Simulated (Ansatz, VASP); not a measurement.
**One calculation of SiNi3, two programs**

The input INCAR:

```
SYSTEM = SiNi3
ALGO = Fast
EDIFF = 1E-6
ENCUT = 520
GGA = PE
ISIF = 2
ISMEAR = 0
LASPH = .TRUE.
LCHARG = .TRUE.
LELF = .TRUE.
LREAL = .FALSE.
LVHAR = .TRUE.
LWAVE = .FALSE.
NBANDS = 25
NELM = 100
PREC = Accurate
SIGMA = 0.15
```

The input KPOINTS:

```
k-points
0
G
  14 14 14
  0 0 0
```

The input POSCAR:

```
SiNi3
1.0
    3.5062596291      0.0000000000      0.0000000000
    0.0000000000      3.5062596291      0.0000000000
    0.0000000000      0.0000000000      3.5062596291
Si Ni
1 3
Direct
    0.0000000000      0.0000000000      0.0000000000
    0.0000000000      0.5534757890      0.5000000000
    0.5000000000      0.0534757890      0.5000000000
    0.5000000000      0.5534757890      0.0000000000
```

Input for Ansatz:

```yaml
crystal:
  lattice:
    - [3.5062596291, 0.0, 0.0]
    - [0.0, 3.5062596291, 0.0]
    - [0.0, 0.0, 3.5062596291]
  atoms:
    - { symbol: Si, position: [0.0, 0.0, 0.0] }
    - { symbol: Ni, position: [0.0, 0.553475789, 0.5] }
    - { symbol: Ni, position: [0.5, 0.053475789, 0.5] }
    - { symbol: Ni, position: [0.5, 0.553475789, 0.0] }
basis:
  ecutwfc: 420
kpoints:
  mp_grid: { grid: [14, 14, 14] }
hamiltonian:
  xc: pbe
scf:
  occupations: { method: gaussian, width: 0.15 }
output:
  forces: true
  stress: true
  eigenvalues: true
```

Change from the starting cell: all Ni atoms moved +0.188 Å, as atom 2 along Cartesian [0 1 0].

Alike in both runs: task single point; functional PBE; k mesh 14 × 14 × 14; occupations gaussian, width 0.15 eV; no spin polarisation.

```csv
,VASP,Ansatz
version,VASP 6.6.1,Ansatz 0.2.0
potentials or method,"VASP PAW PBE potentials, release 64 (Si, Ni), cutoff 520 eV","scalar-relativistic, plane waves, PAW"
valence electrons in the cell,34,58
```

Ansatz gave:

```
gap on the k mesh at the Fermi level (eV)                     : none
pressure (GPa)                                                : 1.8
traceless stress, the component that is largest in VASP (GPa) : 0.44
rms of the force components (eV/Å)                            : 0.375
```

Problem. What did VASP give for the same quantities?

Solution. gap on the k mesh at the Fermi level (eV): none; pressure (GPa): 1.9; traceless stress, the component that is largest in VASP (GPa): 0.43; rms of the force components (eV/Å): 0.379.

Atom by atom the forces differ by 0.004 eV/Å (rms over components). A gap of «none» marks a metal or a gap that the smearing closes. VASP's potentials hold 34 valence electrons a cell and Ansatz's 58, so a difference there can come from the potentials and not from the codes.
